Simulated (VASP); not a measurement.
A run of VASP 6.6.1 is set up as follows.

The input INCAR:

```
PREC = Accurate ; ENCUT = 520
EDIFF = 1E-6 ; ISMEAR = -1
SIGMA = 0.02 ; LREAL = F
LASPH = T ; NELM = 60
ALGO = Normal ; ISIF = 2
LWAVE = F ; LCHARG = F
GGA = PE ; NBANDS = 16
```

The input KPOINTS:

```
Automatic mesh
0
Gamma
  12 12 6
```

File POSCAR:

```
BN
1.0
    2.5439500161      0.0000000000      0.0000000000
   -1.2719750081      2.2031253399      0.0000000000
    0.0000000000      0.0000000000      4.2078153010
B N
2 2
Direct
    0.3333333333      0.6666666667      0.0002034636
    0.6666666667      0.3333333333      0.5002034636
    0.3333333333      0.6666666667      0.3747965364
    0.6666666667      0.3333333333      0.8747965364
```

Potentials or basis: VASP PAW PBE potentials, release 64 (B, N).

Launch:

```console
$ cat potpaw_PBE.64/B/POTCAR potpaw_PBE.64/N/POTCAR > POTCAR
$ mpirun -np 1 vasp_std > vasp.out
```

Predict the band gap on the k mesh.

5.19 eV (least direct gap 8.30 eV).

Estimate the pressure.

4.9 GPa.

What does it give for the largest force?

0.009 eV/Å.

Stress tensor (GPa, compression positive):
```
4.99 0.00 0.00
0.00 4.99 0.00
0.00 0.00 4.83
```

Caveat: the cell stands under pressure. A k mesh can miss the band edges.
